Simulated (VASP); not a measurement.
# Al2Rh (P4/mmm) in VASP: further runs

Runs on Al2Rh. Level: PBE. Tasks: single point, relaxation of cell and atoms.

Everything below comes from runs of VASP 6.6.1. Logs are shortened: lines on timing, memory, paths and dates and some standing lists are left out, and cuts for length are marked.

## (1) The cell of the first run

Symmetry: P4/mmm, No. 123, tetragonal system. Conventional cell: a = 4.263 Å, b = 4.263 Å, c = 2.805 Å, α = 90.00°, β = 90.00°, γ = 90.00°. Al (site symmetry mmm) has 4 Rh at 2.55 Å and 6 Al at 2.80 to 3.01 Å within 3.4 Å. Rh (site symmetry 4/mmm) has 8 Al at 2.55 Å and 2 Rh at 2.80 Å within 3.4 Å.

The cell was built from a structure type or drawn by symmetry, and may not be a known phase.

## (2) Single point, PBE

Input file INCAR:

```
SYSTEM = Al2Rh
  PREC = Accurate
  ENCUT = 520
  EDIFF = 1E-7
  ISMEAR = 0
  SIGMA = 0.1
  LREAL = .FALSE.
  LASPH = .TRUE.
  NELM = 60
  ALGO = Fast
  ISIF = 2
  LWAVE = .FALSE.
  LCHARG = .FALSE.
  GGA = PE
  NBANDS = 18
```

Input file KPOINTS:

```
regular mesh
0
G
  12 12 16
  0 0 0
```

Input file POSCAR:

```
Al2Rh
1.0
    4.2634837995      0.0000000000      0.0000000000
    0.0000000000      4.2634837995      0.0000000000
    0.0000000000      0.0000000000      2.8049404802
Al Rh
2 1
Direct
    0.0000000000      0.5000000000      0.0000000000
    0.5000000000      0.0000000000      0.0000000000
    0.5000000000      0.5000000000      0.5000000000
```

Potentials or basis: VASP PAW PBE potentials, release 64 (Al, Rh_pv).

Launch:

```
cat potpaw_PBE.64/Al/POTCAR potpaw_PBE.64/Rh_pv/POTCAR > POTCAR
mpirun -np 1 vasp_std > vasp.out
```

OUTCAR:

```text
SYSTEM = Al2Rh
   PREC = Accurate
   ENCUT = 520
   EDIFF = 1E-7
   ISMEAR = 0
   LREAL = .FALSE.
   LASPH = .TRUE.
   NELM = 60
   ISIF = 2
   GGA = PE

 ion  position               nearest neighbor table
   1  0.000  0.500  0.000-   3 2.55   3 2.55   3 2.55   3 2.55   2 3.01   2 3.01   2 3.01   2 3.01

   2  0.500  0.000  0.000-   3 2.55   3 2.55   3 2.55   3 2.55   1 3.01   1 3.01   1 3.01   1 3.01

   3  0.500  0.500  0.500-   1 2.55   2 2.55   1 2.55   2 2.55   2 2.55   2 2.55   1 2.55   1 2.55

  LATTYP: Found a simple tetragonal cell.
 ALAT       =     4.2634837995
 C/A-ratio  =     0.6578987073

  Lattice vectors:

 A1 = (   4.2634837995,   0.0000000000,   0.0000000000)
 A2 = (   0.0000000000,   4.2634837995,   0.0000000000)
 A3 = (   0.0000000000,   0.0000000000,   2.8049404802)

Analysis of symmetry for initial positions (statically):
=====================================================================
 Subroutine PRICEL returns:
 Original cell was already a primitive cell.

 Routine SETGRP: Setting up the symmetry group for a
 simple tetragonal supercell.

 Subroutine GETGRP returns: Found 16 space group operations
 (whereof 16 operations were pure point group operations)
 out of a pool of 16 trial point group operations.

The static configuration has the point symmetry D_4h.

Analysis of symmetry for dynamics (positions and initial velocities):
=====================================================================
 Subroutine PRICEL returns:
 Original cell was already a primitive cell.

 Routine SETGRP: Setting up the symmetry group for a
 simple tetragonal supercell.

 Subroutine GETGRP returns: Found 16 space group operations
 (whereof 16 operations were pure point group operations)
 out of a pool of 16 trial point group operations.

The dynamic configuration has the point symmetry D_4h.

 Subroutine INISYM returns: Found 16 space group operations
 (whereof 16 operations are pure point group operations),
 and found     1 'primitive' translations

----------------------------------------------------------------------------------------

                                     Primitive cell

  volume of cell :      50.9862

  direct lattice vectors                    reciprocal lattice vectors
     4.263483800  0.000000000  0.000000000     0.234549971  0.000000000  0.000000000
     0.000000000  4.263483800  0.000000000     0.000000000  0.234549971  0.000000000
     0.000000000  0.000000000  2.804940480     0.000000000  0.000000000  0.356513804

  length of vectors
     4.263483800  4.263483800  2.804940480     0.234549971  0.234549971  0.356513804

  position of ions in fractional coordinates (direct lattice)
     0.000000000  0.500000000  0.000000000
     0.500000000  0.000000000  0.000000000
     0.500000000  0.500000000  0.500000000

  ion indices of the primitive-cell ions
   primitive index   ion index
                 1           1
                 2           2
                 3           3

----------------------------------------------------------------------------------------

 KPOINTS: regular mesh

Automatic generation of k-mesh.
 Grid dimensions read from file:
 generate k-points for:   12   12   16

 Generating k-lattice:

  Cartesian coordinates                     Fractional coordinates (reciprocal lattice)
     0.019545831  0.000000000  0.000000000     0.083333333  0.000000000  0.000000000
     0.000000000  0.019545831  0.000000000     0.000000000  0.083333333  0.000000000
     0.000000000  0.000000000  0.022282113     0.000000000  0.000000000  0.062500000

  Length of vectors
     0.019545831  0.019545831  0.022282113

  Shift w.r.t. Gamma in fractional coordinates (k-lattice)
     0.000000000  0.000000000  0.000000000

 Subroutine IBZKPT returns following result:
 ===========================================

 Found    252 irreducible k-points:

 Following reciprocal coordinates:
            Coordinates               Weight
  0.000000  0.000000  0.000000      1.000000
  0.083333  0.000000  0.000000      4.000000
  0.166667  0.000000  0.000000      4.000000
  0.250000  0.000000  0.000000      4.000000
  0.333333  0.000000  0.000000      4.000000
  0.416667  0.000000  0.000000      4.000000
[... 16 lines left out ...]
  0.333333  0.333333  0.000000      4.000000
  0.416667  0.333333  0.000000      8.000000
 [... further k-points ...]
   k-points           NKPTS =    252   k-points in BZ     NKDIM =    252   number of bands    NBANDS=     18
   number of dos      NEDOS =    301   number of ions     NIONS =      3
   total plane-waves  NPLWV =  24576
   dimension x,y,z NGX =    32 NGY =   32 NGZ =   24
   dimension x,y,z NGXF=    64 NGYF=   64 NGZF=   48
   ions per type =               2   1
   NGX,Y,Z   is equivalent  to a cutoff of  12.48, 12.48, 14.22 a.u.
   NGXF,Y,Z  is equivalent  to a cutoff of  24.96, 24.96, 28.45 a.u.
 SYSTEM =  Al2Rh
   PREC   = accura    normal or accurate (medium, high low for compatibility)
   ISTART =      0    job   : 0-new  1-cont  2-samecut
   ICHARG =      2    charge: 1-file 2-atom 10-const
   ISPIN  =      1    spin polarized calculation?
   LNONCOLLINEAR =      F non collinear calculations
   LSORBIT =      F    spin-orbit coupling
   LASPH  =      T    aspherical Exc in radial PAW
   ENCUT  =  520.0 eV  38.22 Ry    6.18 a.u.   7.93  7.93  5.22*2*pi/ulx,y,z
   NELM   =     60;   NELMIN=  2; NELMDL= -5     # of ELM steps
   EDIFF  = 0.1E-06   stopping-criterion for ELM
   LREAL  =      F    real-space projection
   EDIFFG = 0.1E-05   stopping-criterion for IOM
   NSW    =      0    number of steps for IOM
   IBRION =     -1    ionic relax: 0-MD 1-quasi-New 2-CG
   NFREE  =      0    steps in history (QN), initial steepest desc. (CG)
   ISIF   =      2    stress and relaxation
   ISYM   =      2    0-nonsym 1-usesym 2-fastsym
   POTIM  = 0.5000    time-step for ionic-motion
   TEBEG  =    0.0;   TEEND  =   0.0 temperature during run
   PSTRESS=    0.0 pullay stress
   NELECT =      21.0000    total number of electrons
   NUPDOWN=      -1.0000    fix difference up-down
   EMIN   =  10.00;   EMAX   =-10.00  energy-range for DOS
   EFERMI =   0.00;   METHOD = LEGACY
   ISMEAR =     0;   SIGMA  =   0.10  broadening in eV -4-tet -1-fermi 0-gaus
   EFERMI_NEDOS =   21; number of points for ismear=-14 and -15
   IALGO  =     68    algorithm
   IMIX   =      4    mixing-type and parameters
     AMIX     =   0.40;   BMIX     =  1.00
     AMIX_MAG =   1.60;   BMIX_MAG =  1.00
  volume/ion in A,a.u.               =      17.00       114.69
  Fermi-wavevector in a.u.,A,eV,Ry     =   1.218046  2.301773 20.186089  1.483636
  Thomas-Fermi vector in A             =   2.353346
   LORBIT       =      0    0 simple, 1 ext, 2 COOP (PROOUT), +10 PAW based schemes
   GGA     = PE    functional components
   LHFCALC =     F    Hartree Fock is set to
   AEXX    =    0.0000 exact exchange contribution
   IVDW    =     0    specifies the selected vdW correction
   LEPSILON=     F    determine dielectric tensor
   LRPA    =     F    only Hartree local field effects (RPA)
 non-spin polarized calculation
 RMM-DIIS sequential band-by-band and
 Gauss-broadening in eV      SIGMA  =   0.10
  energy-cutoff  :      520.00
  volume of cell :       50.99
 maximum number of plane-waves:      1400
 NGX is ok and might be reduce to    32
   NGX = 15   NGY = 15   NGZ = 11

 number of electron      20.9999998 magnetization

 Free energy of the ion-electron system (eV)
  ---------------------------------------------------
  ext. energy  EPLUGINS =         0.00000000
  ---------------------------------------------------
  free energy    TOTEN  =       -16.82554834 eV

  energy without entropy =      -16.81902686  energy(sigma->0) =      -16.82228760

 E-fermi :   8.1392     XC(G=0): -10.7146

 val. band max:        8.1337652311   @ k =   0.5000   0.3333   0.0625
 cond. band min:       8.1468675391   @ k =   0.2500   0.0000   0.5000
 fundamental gap:      0.0131023079
 Fermi energy:         8.1391829240

 k-point     1 :       0.0000    0.0000    0.0000
  band No.  band energies     occupation
      1     -38.5806      2.00000
      2     -38.5806      2.00000
      3     -38.4755      2.00000
      4      -1.7535      2.00000
      5       2.2976      2.00000
      6       3.3937      2.00000
[... 10 lines left out ...]
     17      16.7904      0.00000
     18      16.9421      0.00000

 k-point     2 :       0.0833    0.0000    0.0000
  band No.  band energies     occupation
      1     -38.5808      2.00000
      2     -38.5806      2.00000
      3     -38.4755      2.00000
      4      -1.6954      2.00000
      5       2.2785      2.00000
      6       3.3781      2.00000
[... 10 lines left out ...]
     17      17.0863      0.00000
     18      17.1236      0.00000

 k-point     3 :       0.1667    0.0000    0.0000
  band No.  band energies     occupation
      1     -38.5813      2.00000
      2     -38.5806      2.00000
      3     -38.4755      2.00000
      4      -1.5233      2.00000
      5       2.1933      2.00000
      6       3.3339      2.00000
[... 10 lines left out ...]
     17      17.3775      0.00000
     18      17.9265      0.00000

 k-point     4 :       0.2500    0.0000    0.0000
  band No.  band energies     occupation
      1     -38.5819      2.00000
      2     -38.5805      2.00000
      3     -38.4755      2.00000
      4      -1.2453      2.00000
      5       1.9696      2.00000
      6       3.2824      2.00000
[... 375 lines left out ...]
      4       0.3362      2.00000
      5       1.1949      2.00000
      6       3.0740      2.00000
[... 10 lines left out ...]
     17      18.2585      0.00000
     18      19.1409      0.00000

 k-point    23 :       0.3333    0.3333    0.0000
  band No.  band energies     occupation
      1     -38.5825      2.00000
      2     -38.5825      2.00000
      3     -38.4756      2.00000
      4       0.0312      2.00000
      5       1.9947      2.00000
      6       2.6360      2.00000
[... 10 lines left out ...]
     17      18.0642      0.00000
     18      19.7629      0.00000

 k-point    24 :       0.4167    0.3333    0.0000
  band No.  band energies     occupation
      1     -38.5830      2.00000
      2     -38.5825      2.00000
      3     -38.4756      2.00000
      4       0.4709      2.00000
      5       1.7375      2.00000
      6       2.6793      2.00000
[... 10 lines left out ...]
     17      18.5494      0.00000
     18      19.3894      0.00000

 [... further k-points ...]

------------------------ aborting loop because EDIFF is reached ----------------------------------------

  FORCE on cell =-STRESS in cart. coord.  units (eV):
  Direction    XX          YY          ZZ          XY          YZ          ZX
  --------------------------------------------------------------------------------------
  -------------------------------------------------------------------------------------
  Total       -0.0007553     -0.0007553      0.0016288      0.0000000      0.0000000      0.0000000
  in kB       -0.0237347     -0.0237347      0.0511836      0.0000000      0.0000000      0.0000000
  external PRESSURE =       0.0012381 kB  Pullay stress =       0.0000000 kB

 VOLUME and BASIS-vectors are now :
 -----------------------------------------------------------------------------
  energy-cutoff  :      520.00
  volume of cell :       50.99
      direct lattice vectors                 reciprocal lattice vectors
     4.263483800  0.000000000  0.000000000     0.234549971  0.000000000  0.000000000
     0.000000000  4.263483800  0.000000000     0.000000000  0.234549971  0.000000000
     0.000000000  0.000000000  2.804940480     0.000000000  0.000000000  0.356513804

 POSITION                                       TOTAL-FORCE (eV/Angst)
 -----------------------------------------------------------------------------------
      0.00000      2.13174      0.00000         0.000000      0.000000      0.000000
      2.13174      0.00000      0.00000         0.000000      0.000000      0.000000
      2.13174      2.13174      1.40247         0.000000      0.000000      0.000000
 -----------------------------------------------------------------------------------
    total drift:                                0.000000     -0.000000     -0.000000

  FREE ENERGIE OF THE ION-ELECTRON SYSTEM (eV)
  ---------------------------------------------------
  free  energy   TOTEN  =       -16.8255483423 eV

  energy  without entropy=      -16.8190268645  energy(sigma->0) =      -16.82228760
```

Run time: 84 s. Hardware: 1 thread of AMD EPYC 9R45 (Zen 5), shared host; peak memory 0.3 GiB.

Results:

```yaml
Free_energy: -16.8255 eV
Pressure: 0.0 GPa
Band_gap_on_the_k_mesh: zero (an odd number of electrons rules out a gap without spin polarisation)
```

## (3) Relaxation of cell and atoms, PBE

Input file INCAR:

```
PREC = Accurate ; ENCUT = 600
EDIFF = 1E-6 ; ISMEAR = 0
SIGMA = 0.1 ; LREAL = False
LASPH = True ; NELM = 60
ALGO = Fast ; ISIF = 3
LWAVE = False ; LCHARG = False
GGA = PE ; IBRION = 2
NSW = 100 ; EDIFFG = -0.01
```

Input file KPOINTS:

```
Automatic mesh
0
Gamma
  12 12 16
```

Input file POSCAR:

```
Al2Rh
1.0
    4.2522460397      0.0000000000      0.0000000000
    0.0000000000      4.2522460397      0.0000000000
    0.0000000000      0.0000000000      2.8169192550
Al Rh
2 1
Direct
    0.0000000000      0.5000000000      0.0000000000
    0.5000000000      0.0000000000      0.0000000000
    0.5000000000      0.5000000000      0.5000000000
```

Potentials or basis: VASP PAW PBE potentials, release 64 (Al, Rh_pv).

Launch:

```
cat potpaw_PBE.64/Al/POTCAR potpaw_PBE.64/Rh_pv/POTCAR > POTCAR
mpirun -np 1 vasp_std > vasp.out
```

It took 5.2 min on 1 thread of AMD EPYC 9R45 (Zen 5), shared host; peak memory 0.33 GiB.

Results (log left out):

- Free energy: -16.8255 eV
- Relaxed volume: 16.99 Å³/atom
- Relaxed cell: a = 4.262 Å, b = 4.262 Å, c = 2.805 Å, α = 90.00°, β = 90.00°, γ = 90.00°
- Space group after relaxing (to 0.1 Å): P4/mmm (No. 123)
- Energy gained by relaxing: 0.3 meV/atom
- Ionic steps: 8
- Pressure after relaxing: 0.0 GPa
- Band gap on the k mesh: zero (an odd number of electrons rules out a gap without spin polarisation)

The path:
| step | energy change (eV) | largest force (eV/Å) | pressure (GPa) | volume (Å³) |
| --- | --- | --- | --- | --- |
| 1 | 0.0000 | 0.0000 | -0.02 | 50.93 |
| 2 | -0.0010 | 0.0000 | 0.20 | 50.91 |
| 3 | -0.0010 | 0.0000 | 0.12 | 50.92 |
| 4 | -0.0010 | 0.0000 | 0.09 | 50.92 |
| 5 | -0.0007 | 0.0000 | 0.00 | 50.93 |
| 6 | -0.0010 | 0.0000 | 0.15 | 50.92 |
| 7 | -0.0010 | 0.0000 | -0.15 | 51.03 |
| 8 | -0.0010 | 0.0000 | 0.03 | 50.96 |

Final structure:
```yaml
crystal:
  lattice:
    - [4.26244, 0.00000, 0.00000]
    - [0.00000, 4.26244, 0.00000]
    - [0.00000, 0.00000, 2.80514]
  atoms:
    - { symbol: Al, position: [0.00000, 0.50000, 0.00000] }
    - { symbol: Al, position: [0.50000, 0.00000, 0.00000] }
    - { symbol: Rh, position: [0.50000, 0.50000, 0.50000] }
```

Levels at points of the mesh, in eV from the Fermi level:
| k point | band 9 | band 10 | band 11 | band 12 | band 13 | band 14 |
| --- | --- | --- | --- | --- | --- | --- |
| (0.00, 0.00, 0.00) | -1.95 | -1.88 | -1.88 | 2.27 | 2.36 | 5.49 |
| (0.50, 0.00, 0.00) | -1.97 | -1.87 | -0.41 | 1.23 | 2.90 | 4.19 |
| (0.50, 0.50, 0.00) | -3.17 | -1.95 | -1.95 | -0.20 | 7.76 | 7.76 |
| (0.00, 0.00, 0.50) | -2.33 | 0.82 | 2.86 | 3.93 | 3.93 | 4.39 |
| (0.50, 0.00, 0.50) | -2.52 | -2.46 | 0.39 | 1.41 | 3.42 | 5.05 |
| (0.50, 0.50, 0.50) | -1.80 | -1.74 | -1.74 | -0.62 | 2.49 | 2.49 |
